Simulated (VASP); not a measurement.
Ni:

```
Ni
1.0
     0.00000    1.75969    1.75969
     1.75969    0.00000    1.75969
     1.75969    1.75969    0.00000
Ni
1
Direct
  0.00000 0.00000 0.00000
```

Base run:

```yaml
Program: VASP 6.6.1
Functional: PBE
Potentials_or_basis: VASP PAW PBE potentials, release 64 (Ni)
Cutoff: 520 eV
k_mesh: 15 × 15 × 15
Occupations: gaussian, width 1 eV
Spin: collinear spin, ferromagnetic start
Starting_moments: "[0.672] μB"
```

Its results: pressure 3.5 GPa; net moment 0.00 μB per cell.

The run is repeated on the same cell with these changes: occupations from gaussian, width 1 eV to methfessel-paxton, width 0.03 eV. What comes out?

Pressure -0.2 GPa; net moment 0.64 μB per cell; site moments Ni +0.65 μB.

Caveats: the cell stands under pressure (at least some runs); so wide a smearing shifts energies and pressures (at least some runs).
